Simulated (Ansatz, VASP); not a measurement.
MgO in VASP and in Ansatz

File INCAR:

```
SYSTEM = MgO
PREC = Accurate
ENCUT = 520
EDIFF = 1E-6
ISMEAR = 0
SIGMA = 0.05
LREAL = .FALSE.
LASPH = .TRUE.
NELM = 100
ALGO = Normal
ISIF = 2
LWAVE = .FALSE.
LCHARG = .FALSE.
GGA = PS
NBANDS = 11
```

File KPOINTS:

```
regular mesh
0
G
  10 10 10
  0 0 0
```

POSCAR

```
MgO
1.0
    0.0000000000      2.1861221847      2.1071057202
    2.1071057202      0.0000000000      2.1071057202
    2.1071057202      2.1861221847      0.0000000000
Mg O
1 1
Direct
    0.0000000000      0.0000000000      0.0000000000
    0.5000000000      0.5000000000      0.5000000000
```

Input for Ansatz:

```yaml
crystal:
  lattice:
    - [0.0, 2.1861221847, 2.1071057202]
    - [2.1071057202, 0.0, 2.1071057202]
    - [2.1071057202, 2.1861221847, 0.0]
  atoms:
    - { symbol: Mg, position: [0.0, 0.0, 0.0] }
    - { symbol: O, position: [0.5, 0.5, 0.5] }
basis:
  ecutwfc: 420
kpoints:
  mp_grid: { grid: [10, 10, 10] }
hamiltonian:
  xc: pbesol
scf:
  occupations: { method: gaussian, width: 0.05 }
output:
  forces: true
  stress: true
  eigenvalues: true
```

Change from the starting cell: strain +0.0375 x Voigt [0, 1, 0, 0, 0, 0], atoms carried along.

Alike in both runs: task single point; functional PBEsol; k mesh 10 × 10 × 10; occupations gaussian, width 0.05 eV; no spin polarisation.

|  | VASP | Ansatz |
| --- | --- | --- |
| version | VASP 6.6.1 | Ansatz 0.2.0 |
| potentials or method | VASP PAW PBE potentials, release 64 (Mg, O), cutoff 520 eV | scalar-relativistic, plane waves, PAW |
| valence electrons in the cell | 8 | 16 |

Ansatz gave:

| Quantity | Value |
| --- | --- |
| gap on the k mesh at the Fermi level (eV) | 4.22 |
| least direct gap on the mesh (eV) | 4.22 |
| pressure (GPa) | -5.0 |
| traceless stress, the component that is largest in VASP (GPa) | -3.73 |

Q: What did VASP give for the same quantities?

A: gap on the k mesh at the Fermi level (eV): 4.22; least direct gap on the mesh (eV): 4.22; pressure (GPa): -5.6; traceless stress, the component that is largest in VASP (GPa): -3.74.

VASP's potentials were made for PBE, not for PBEsol. VASP's potentials hold 8 valence electrons a cell and Ansatz's 16, so a difference there can come from the potentials and not from the codes.
